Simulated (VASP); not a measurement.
A run of VASP 6.6.1 is set up as follows.

File POSCAR:

```
BiTe
1.0
    2.3866035918      1.3779062261      3.2635802534
   -2.3866035918      1.3779062261      3.2635802534
    0.0000000000     -2.7558124523      3.2635802534
Bi Te
1 1
Direct
    0.5000000000      0.5000000000      0.5000000000
    0.0000000000      0.0000000000      0.0000000000
```

Contents of INCAR.step1:

```
PREC     = Accurate       # precision mode
ENCUT    = 600            # plane-wave cutoff, eV
ISMEAR   = 0              # smearing method
SIGMA    = 0.1            # smearing width, eV
LREAL    = F              # projectors in reciprocal space
LASPH    = T              # aspherical terms in the spheres
NELM     = 80             # most SCF steps
GGA      = PE             # functional
ALGO     = Normal         # electronic algorithm
EDIFF    = 1E-4           # SCF threshold, eV
LWAVE    = T              # write WAVECAR
LCHARG   = F              # write CHGCAR
```

Contents of INCAR.step2:

```
PREC     = Accurate       # precision mode
ENCUT    = 600            # plane-wave cutoff, eV
EDIFF    = 1E-6           # SCF threshold, eV
ISMEAR   = 0              # smearing method
SIGMA    = 0.1            # smearing width, eV
LREAL    = F              # projectors in reciprocal space
LASPH    = T              # aspherical terms in the spheres
NELM     = 80             # most SCF steps
ALGO     = Normal         # electronic algorithm
ISIF     = 4              # what is computed and relaxed
LWAVE    = F              # write WAVECAR
LCHARG   = F              # write CHGCAR
METAGGA  = R2SCAN         # meta-GGA
LMIXTAU  = T            
IBRION   = 2              # ionic algorithm
NSW      = 50             # ionic steps
EDIFFG   = -0.01          # ionic threshold
ISTART   = 1
```

KPOINTS

```
regular mesh
0
Gamma
  12 12 12
```

Potentials or basis: VASP PAW PBE potentials, release 64 (Bi_d, Te).

Run with:

```console
$ cat potpaw_PBE.64/Bi_d/POTCAR potpaw_PBE.64/Te/POTCAR > POTCAR
$ cp INCAR.step1 INCAR
$ mpirun -np 1 vasp_std > vasp.out
$ cp INCAR.step2 INCAR
$ mpirun -np 1 vasp_std > vasp.out
```

(1) What does it give for the band gap on the k mesh?

Answers

(1) zero (an odd number of electrons rules out a gap without spin polarisation).

Caveat: spin-orbit coupling is left out, which moves the levels of the heavy elements.
